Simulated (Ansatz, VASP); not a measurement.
GaP in VASP and in Ansatz

Contents of INCAR:

```
ALGO = Normal
EDIFF = 1E-7
EDIFFG = -0.01
ENCUT = 500
GGA = PS
GGA_COMPAT = F
IBRION = 2
ISIF = 3
ISMEAR = 0
LASPH = T
LCHARG = F
LREAL = F
LWAVE = F
NELM = 120
NELMIN = 4
NSW = 80
PREC = Accurate
SIGMA = 0.01
```

File KPOINTS:

```
k-points
0
Gamma
  6 6 6
```

File POSCAR:

```
GaP
1.0
    0.0000000000      2.7252500000      2.7252500000
    2.7252500000      0.0000000000      2.7252500000
    2.7252500000      2.7252500000      0.0000000000
Ga P
1 1
Direct
    0.0000000000      0.0000000000      0.0000000000
    0.7500000000      0.7500000000      0.7500000000
```

Input for Ansatz:

```yaml
crystal:
  lattice:
    bravais: fcc
    a: 5.4505
  space_group: 216
  atoms:
    - { symbol: Ga, position: [0.0, 0.0, 0.0] }
    - { symbol: P, position: [0.25, 0.25, 0.75] }
  reduce_to_primitive: true
kpoints:
  mp_grid:
    grid: [6, 6, 6]
    shift: [0.0, 0.0, 0.0]
hamiltonian:
  xc: pbesol
  dispersion: none
scf:
  convergence:
    dr2_threshold: 1.0e-10
  occupations:
    method: fixed
relax:
  cell: {}
```

Alike in both runs: task relaxation of cell and atoms; functional PBEsol; k mesh 6 × 6 × 6; no spin polarisation.

```csv
,VASP,Ansatz
version,VASP 6.6.1,Ansatz 0.2.0
potentials or method,"VASP PAW PBE potentials, release 64 (Ga_d, P)","plane waves, PAW"
plane-wave cutoff (eV),500,420
occupations,"gaussian, width 0.01 eV",fixed
valence electrons in the cell,18,18
```

Ansatz gave:

* relaxed volume (Å³/atom): 20.11
* relaxed cell length with the largest relative difference (Å): 3.846

Problem. Which values does VASP return?

Solution. Relaxed volume (Å³/atom): 20.10; relaxed cell length with the largest relative difference (Å): 3.845.

VASP's potentials were made for PBE, not for PBEsol.
